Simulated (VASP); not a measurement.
# BP (F-43m) in VASP: further runs, part 2 of 2

VASP 6.6.1. Earlier steps stand in the parts before.

### 3 Single point, PBEsol

This run uses another cell than the first one, of 11.41 Å³/atom, 0.989 times its volume.

Contents of INCAR:

```
SYSTEM = BP
PREC     = Accurate       ! precision mode
ENCUT    = 520            ! plane-wave cutoff, eV
EDIFF    = 1E-6           ! SCF threshold, eV
ISMEAR   = 0              ! smearing method
SIGMA    = 0.01           ! smearing width, eV
LREAL    = .FALSE.        ! projectors in reciprocal space
LASPH    = .TRUE.         ! aspherical terms in the spheres
NELM     = 60             ! most SCF steps
ALGO     = Normal         ! electronic algorithm
ISIF     = 2              ! what is computed and relaxed
LWAVE    = .FALSE.        ! write WAVECAR
LCHARG   = .TRUE.         ! write CHGCAR
GGA      = PS             ! functional
LELF     = .TRUE.         ! ELF
LVHAR    = .TRUE.       
NBANDS   = 11             ! bands
```

Contents of KPOINTS:

```
Automatic mesh
0
G
  10 10 10
  0 0 0
```

Contents of POSCAR:

```
BP
1.0
    0.0000000000      2.2514062655      2.2514062655
    2.2514062655      0.0000000000      2.2514062655
    2.2514062655      2.2514062655      0.0000000000
B P
1 1
Direct
    0.0000000000      0.0000000000      0.0000000000
    0.7500000000      0.7500000000      0.7500000000
```

Potentials or basis: VASP PAW PBE potentials, release 64 (B, P).

Command:

```sh
> cat potpaw_PBE.64/B/POTCAR potpaw_PBE.64/P/POTCAR > POTCAR
> mpirun -np 1 vasp_std > vasp.out
```

OUTCAR:

```text
SYSTEM = BP
   PREC = Accurate
   ENCUT = 520
   EDIFF = 1E-6
   ISMEAR = 0
   LREAL = .FALSE.
   LASPH = .TRUE.
   NELM = 60
   ISIF = 2
   GGA = PS

 ion  position               nearest neighbor table
   1  0.000  0.000  0.000-   2 1.95   2 1.95   2 1.95   2 1.95
   2  0.750  0.750  0.750-   1 1.95   1 1.95   1 1.95   1 1.95

  LATTYP: Found a face centered cubic cell.
 ALAT       =     4.5028125310

  Lattice vectors:

 A1 = (   0.0000000000,   2.2514062655,   2.2514062655)
 A2 = (   2.2514062655,   0.0000000000,   2.2514062655)
 A3 = (   2.2514062655,   2.2514062655,   0.0000000000)

Analysis of symmetry for initial positions (statically):
=====================================================================
 Subroutine PRICEL returns:
 Original cell was already a primitive cell.

 Routine SETGRP: Setting up the symmetry group for a
 face centered cubic supercell.

 Subroutine GETGRP returns: Found 24 space group operations
 (whereof 24 operations were pure point group operations)
 out of a pool of 48 trial point group operations.

The static configuration has the point symmetry T_d .

Analysis of symmetry for dynamics (positions and initial velocities):
=====================================================================
 Subroutine PRICEL returns:
 Original cell was already a primitive cell.

 Routine SETGRP: Setting up the symmetry group for a
 face centered cubic supercell.

 Subroutine GETGRP returns: Found 24 space group operations
 (whereof 24 operations were pure point group operations)
 out of a pool of 48 trial point group operations.

The dynamic configuration has the point symmetry T_d .

 Subroutine INISYM returns: Found 24 space group operations
 (whereof 24 operations are pure point group operations),
 and found     1 'primitive' translations

----------------------------------------------------------------------------------------

                                     Primitive cell

  volume of cell :      22.8240

  direct lattice vectors                    reciprocal lattice vectors
[... 112 lines left out ...]
   GGA     = PS    functional components
   LHFCALC =     F    Hartree Fock is set to
   AEXX    =    0.0000 exact exchange contribution
   IVDW    =     0    specifies the selected vdW correction
   LEPSILON=     F    determine dielectric tensor
   LRPA    =     F    only Hartree local field effects (RPA)
 non-spin polarized calculation
 Gauss-broadening in eV      SIGMA  =   0.01
  energy-cutoff  :      520.00
  volume of cell :       22.82
 maximum number of plane-waves:       636
   NGX = 11   NGY = 11   NGZ = 11

 number of electron       8.0000001 magnetization

 Free energy of the ion-electron system (eV)
  ---------------------------------------------------
  ext. energy  EPLUGINS =         0.00000000
  ---------------------------------------------------
  free energy    TOTEN  =       -13.67167925 eV

  energy without entropy =      -13.67167925  energy(sigma->0) =      -13.67167925

 E-fermi :   7.7731     XC(G=0): -11.1444

 val. band max:        7.6837675044   @ k =   0.0000   0.0000   0.0000
 cond. band min:       8.7843007884   @ k =   0.4000   0.4000   0.0000
 fundamental gap:      1.1005332840
 Fermi energy:         7.7730528723

 k-point     1 :       0.0000    0.0000    0.0000
  band No.  band energies     occupation
      1      -8.0243      2.00000
      2       7.6838      2.00000
      3       7.6838      2.00000
      4       7.6838      2.00000
      5      11.0761      0.00000
      6      11.0761      0.00000
      7      11.0761      0.00000
      8      15.3824      0.00000
      9      19.0884      0.00000
     10      19.8744      0.00000
     11      19.8744      0.00000
[... 309 lines left out ...]
 k-point    24 :       0.4000    0.3000    0.0000
  band No.  band energies     occupation
      1      -5.0118      2.00000
      2       1.4685      2.00000
      3       3.5070      2.00000
      4       4.0666      2.00000
      5       9.3781      0.00000
      6      11.1738      0.00000
      7      17.2886      0.00000
      8      17.3054      0.00000
      9      21.8904      0.00000
     10      23.0809      0.00000
     11      24.9422      0.00000

 [... further k-points ...]
[... 5 lines left out ...]
  --------------------------------------------------------------------------------------
  -------------------------------------------------------------------------------------
  Total        0.2991147      0.2991147      0.2991147      0.0000000      0.0000000      0.0000000
  in kB       20.9969724     20.9969724     20.9969724      0.0000000      0.0000000      0.0000000
  external PRESSURE =      20.9969724 kB  Pullay stress =       0.0000000 kB

 VOLUME and BASIS-vectors are now :
 -----------------------------------------------------------------------------
  energy-cutoff  :      520.00
  volume of cell :       22.82
      direct lattice vectors                 reciprocal lattice vectors
     0.000000000  2.251406266  2.251406266    -0.222083419  0.222083419  0.222083419
     2.251406266  0.000000000  2.251406266     0.222083419 -0.222083419  0.222083419
     2.251406266  2.251406266  0.000000000     0.222083419  0.222083419 -0.222083419

 POSITION                                       TOTAL-FORCE (eV/Angst)
 -----------------------------------------------------------------------------------
      0.00000      0.00000      0.00000         0.000000      0.000000      0.000000
      3.37711      3.37711      3.37711        -0.000000     -0.000000     -0.000000
 -----------------------------------------------------------------------------------
    total drift:                               -0.000000     -0.000000     -0.000000

  FREE ENERGIE OF THE ION-ELECTRON SYSTEM (eV)
  ---------------------------------------------------
  free  energy   TOTEN  =       -13.6716792472 eV

  energy  without entropy=      -13.6716792472  energy(sigma->0) =      -13.67167925
```

OSZICAR:

```text
N       E                     dE             d eps       ncg     rms          rms(c)
DAV:   1     0.899790496621E+01    0.89979E+01   -0.40632E+03  1034   0.665E+02
DAV:   2    -0.137864194913E+02   -0.22784E+02   -0.21860E+02  1376   0.112E+02
DAV:   3    -0.144278487218E+02   -0.64143E+00   -0.63983E+00  1315   0.162E+01
DAV:   4    -0.144301904123E+02   -0.23417E-02   -0.23414E-02  1167   0.115E+00
DAV:   5    -0.144302023863E+02   -0.11974E-04   -0.11974E-04  1283   0.817E-02    0.726E+00
DAV:   6    -0.137874726023E+02    0.64273E+00   -0.13572E+00  1169   0.502E+00    0.388E+00
DAV:   7    -0.136810552070E+02    0.10642E+00   -0.26077E-01  1286   0.251E+00    0.125E+00
DAV:   8    -0.136714808978E+02    0.95743E-02   -0.26275E-02  1208   0.918E-01    0.173E-01
DAV:   9    -0.136716177980E+02   -0.13690E-03   -0.69559E-04  1193   0.182E-01    0.106E-01
DAV:  10    -0.136716750526E+02   -0.57255E-04   -0.10526E-04  1142   0.628E-02    0.214E-02
DAV:  11    -0.136716789359E+02   -0.38833E-05   -0.59732E-06  1314   0.145E-02    0.269E-02
DAV:  12    -0.136716792472E+02   -0.31135E-06   -0.19993E-06   805   0.646E-03
   1 F= -.13671679E+02 E0= -.13671679E+02  d E =-.404589E-39
```

stdout:

```text
POSCAR found type information on POSCAR B P
 POSCAR found :  2 types and       2 ions
 scaLAPACK will be used
 -----------------------------------------------------------------------------
|                                                                             |
|                                                                             |
|     You enforced a specific xc type in the INCAR file but a different       |
|     I HOPE YOU KNOW WHAT YOU ARE DOING!                                     |
|                                                                             |
 -----------------------------------------------------------------------------

 LDA part: xc-table for (Slater+PW92), standard interpolation
 POSCAR, INCAR and KPOINTS ok, starting setup
 FFT: planning ... GRIDC
 FFT: planning ... GRID_SOFT
 FFT: planning ... GRID
 WAVECAR not read
 entering main loop
```

It used 6.4 s of CPU time on 1 thread of Intel Xeon 6975P-C (shared host).

What came out:

- Free energy: -13.6717 eV
- Pressure: 2.1 GPa
- Band gap on the k mesh: 1.10 eV, indirect (least direct gap 3.39 eV)

Caveat: the PAW data sets were made with another functional, which shifts forces and pressure a little. PBEsol gaps usually lie below the measured ones, often by a third to a half.

### 4 Relaxation of cell and atoms, PBEsol, target pressure 2 GPa, at which the enthalpy is minimised

Contents of INCAR:

```
ALGO = Normal ; EDIFF = 1E-6
EDIFFG = -0.001 ; ENCUT = 600
GGA = PS ; IBRION = 2
ISIF = 3 ; ISMEAR = 0
LASPH = True ; LCHARG = False
LREAL = False ; LWAVE = False
NELM = 60 ; NSW = 80
PREC = Accurate ; PSTRESS = 20.0
SIGMA = 0.01
```

Contents of KPOINTS:

```
k-points
0
Gamma
  10 10 10
```

Contents of POSCAR:

```
BP
1.0
    0.0000000000      2.2600863884      2.2600863884
    2.2600863884      0.0000000000      2.2600863884
    2.2600863884      2.2600863884      0.0000000000
B P
1 1
Direct
    0.0000000000      0.0000000000      0.0000000000
    0.7500000000      0.7500000000      0.7500000000
```

Command:

```sh
> cat potpaw_PBE.64/B/POTCAR potpaw_PBE.64/P/POTCAR > POTCAR
> mpirun -np 1 vasp_std > vasp.out
```

It took 22 s on 1 thread of Intel Xeon 6975P-C, shared host; peak memory 0.15 GiB.

Results (log left out):

```
Free energy                                            : -13.6736 eV
Relaxed volume                                         : 11.42 Å³/atom
Relaxed cell                                           : a = 3.185 Å, b = 3.185 Å, c = 3.185 Å, α = 60.00°, β = 60.00°, γ = 60.00°
Space group after relaxing (to 0.05 Å)                 : F-43m (No. 216)
Energy change on relaxing (the enthalpy is what falls) : +0.8 meV/atom
Ionic steps                                            : 3
Pressure after relaxing                                : 2.0 GPa
Band gap on the k mesh                                 : 1.10 eV, indirect (least direct gap 3.39 eV)
```

Step by step:
| step | energy change (eV) | largest force (eV/Å) | pressure (GPa) | volume (Å³) |
| --- | --- | --- | --- | --- |
| 1 | 0.0000 | 0.0000 | 0.11 | 23.09 |
| 2 | 0.0052 | 0.0000 | 3.60 | 22.64 |
| 3 | 0.0016 | 0.0000 | 2.00 | 22.84 |

Final structure:
```cif
data_structure
_symmetry_space_group_name_H-M 'P 1'
_symmetry_Int_Tables_number 1
_cell_length_a 3.1846
_cell_length_b 3.1846
_cell_length_c 3.1846
_cell_angle_alpha 60.000
_cell_angle_beta 60.000
_cell_angle_gamma 60.000
_cell_volume 22.84
loop_
_atom_site_label
_atom_site_type_symbol
_atom_site_fract_x
_atom_site_fract_y
_atom_site_fract_z
_atom_site_occupancy
B1 B 0.00000 0.00000 0.00000 1
P1 P 0.75000 0.75000 0.75000 1
```

Levels at points of the mesh, in eV from the valence-band top:
```
           k point  band 2  band 3  band 4  band 5  band 6  band 7
(0.00, 0.00, 0.00)    0.00    0.00    0.00    3.39    3.39    3.39
(0.50, 0.00, 0.00)   -9.26   -1.79   -1.79    3.87    4.66    4.66
(0.50, 0.50, 0.00)   -8.72   -4.23   -4.23    1.18    1.50   12.31
```

Caveat: the cell is relaxed towards a set pressure, so the enthalpy falls and the energy may rise; the PAW data sets were made with another functional, which shifts forces and pressure a little. A hybrid or GW would open this gap; PBEsol tends to underestimate it.

### 5 Single point, PBEsol

This run uses another cell than the first one, of 10.65 Å³/atom, 0.922 times its volume.

Contents of INCAR:

```
ALGO     = Normal         # electronic algorithm
EDIFF    = 1E-6           # SCF threshold, eV
ENCUT    = 500            # plane-wave cutoff, eV
GGA      = PS             # functional
GGA_COMPAT= F            
ISIF     = 2              # what is computed and relaxed
ISMEAR   = 0              # smearing method
LASPH    = T              # aspherical terms in the spheres
LCHARG   = F              # write CHGCAR
LREAL    = F              # projectors in reciprocal space
LWAVE    = F              # write WAVECAR
NBANDS   = 11             # bands
NELM     = 120            # most SCF steps
PREC     = Accurate       # precision mode
SIGMA    = 0.01           # smearing width, eV
```

KPOINTS is that of step 4.

Contents of POSCAR:

```
BP
1.0
    0.0000000000      2.1998168075      2.1998168075
    2.1998168075      0.0000000000      2.1998168075
    2.1998168075      2.1998168075      0.0000000000
B P
1 1
Direct
    0.0000000000      0.0000000000      0.0000000000
    0.7500000000      0.7500000000      0.7500000000
```

Command:

```sh
> cat potpaw_PBE.64/B/POTCAR potpaw_PBE.64/P/POTCAR > POTCAR
> mpirun -np 1 vasp_std > vasp.out
```

Run time: 5.8 s. Hardware: 1 thread of AMD EPYC 9R45 (Zen 5), shared host; peak memory 0.1 GiB.

It converged, with:

- Free energy: -13.5871 eV
- Pressure: 16.1 GPa
- Band gap on the k mesh: 1.01 eV, indirect (least direct gap 3.51 eV)

Levels at points of the mesh, in eV from the valence-band top:
| k point | band 1 | band 2 | band 3 | band 4 | band 5 | band 6 | band 7 | band 8 |
| --- | --- | --- | --- | --- | --- | --- | --- | --- |
| (0.00, 0.00, 0.00) | -16.35 | 0.00 | 0.00 | 0.00 | 3.51 | 3.51 | 3.51 | 8.79 |
| (0.50, 0.00, 0.00) | -12.63 | -9.78 | -1.88 | -1.88 | 4.31 | 4.71 | 4.71 | 10.24 |
| (0.50, 0.50, 0.00) | -10.97 | -9.09 | -4.48 | -4.48 | 1.04 | 1.44 | 12.98 | 12.98 |

Caveat: the PAW data sets were made with another functional, which shifts forces and pressure a little.

### 6 The runs side by side

```csv
task,cell,cutoff (eV),gap on the mesh (eV),pressure (GPa)
relaxation of cell and atoms,"relaxed to 6 GPa from a = 3.196 Å, angles 60.0°, 2 atoms",500,1.07,6.0
single point,"a = 3.184 Å, angles 60.0°, 2 atoms",520,1.10,2.1
relaxation of cell and atoms,"relaxed to 2 GPa from a = 3.196 Å, angles 60.0°, 2 atoms",600,1.10,2.0
single point,"a = 3.111 Å, angles 60.0°, 2 atoms",500,1.01,16.1
```

Alike in all rows: level PBEsol; potentials or basis VASP PAW PBE potentials, release 64 (B, P); no spin polarisation; k mesh 10 × 10 × 10; smearing gaussian 0.01 eV.

Caveats: the PAW data sets were made with another functional, which shifts forces and pressure a little; the cell is relaxed towards a set pressure, so the enthalpy falls and the energy may rise (some runs).

Absolute energies hang on the potentials; compare differences alone.
